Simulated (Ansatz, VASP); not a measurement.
# C in VASP and in Ansatz

Contents of INCAR:

```
SYSTEM = C
PREC = Accurate
ENCUT = 520
EDIFF = 1E-6
ISMEAR = -1
SIGMA = 0.05
LREAL = .False.
LASPH = .True.
NELM = 100
ALGO = Normal
ISIF = 2
LWAVE = .False.
LCHARG = .False.
GGA = PS
NBANDS = 11
```

The input KPOINTS:

```
Automatic mesh
0
Gamma
  18 18 18
  0 0 0
```

POSCAR

```
C
1.0
    0.0000000000      2.1270000000      3.3814800000
    1.2280000000      0.0000000000      3.3814800000
    1.2280000000      2.1270000000      0.0000000000
C
2
Direct
    0.1666700000      0.8333300000      0.1666700000
    0.8333300000      0.1666700000      0.8333300000
```

Input for Ansatz:

```yaml
crystal:
  lattice:
    - [0.0, 2.127, 3.38148]
    - [1.228, 0.0, 3.38148]
    - [1.228, 2.127, 0.0]
  atoms:
    - { symbol: C, position: [0.16667, 0.83333, 0.16667] }
    - { symbol: C, position: [0.83333, 0.16667, 0.83333] }
kpoints:
  mp_grid: { grid: [18, 18, 18] }
  band_path:
    path:
      - [0.0, 0.0, 0.0]
      - [0.5, 0.0, 0.5]
      - [1.0, 0.5, 0.5]
      - [0.5, 0.5, 0.0]
      - [0.0, 0.0, 0.0]
      - [0.0, 0.366300388, 0.366300388]
      - [1.0, 0.633699612, 0.633699612]
      - [1.0, 0.5, 0.5]
      - [0.5, 0.0, 0.5]
    npoints: 5
scf:
  occupations: { method: fermi_dirac, width: 0.05 }
hamiltonian:
  xc: pbesol
  pseudopotentials: { kind: all_electron, lapw: { basis_error: 0.00025 } }
output:
  forces: true
  stress: true
  eigenvalues: true
```

Change from the starting cell: zz strain of +1 %.

Alike in both runs: task single point; functional PBEsol; k mesh 18 × 18 × 18; occupations fermi-dirac, width 0.05 eV; no spin polarisation.

```csv
,VASP,Ansatz
version,VASP 6.6.1,Ansatz 0.2.0
potentials or method,"VASP PAW PBE potentials, release 64 (C), cutoff 520 eV","all-electron LAPW, scalar-relativistic"
```

|  | VASP | Ansatz | Ansatz less VASP |
| --- | --- | --- | --- |
| pressure (GPa) | 2.0 | 1.3 | -0.71 |
| traceless stress, the component that is largest in VASP (GPa) | -0.65 | 0.16 | +0.810 |

VASP's potentials were made for PBE, not for PBEsol. Ansatz ran all-electron here, and VASP with PAW potentials.
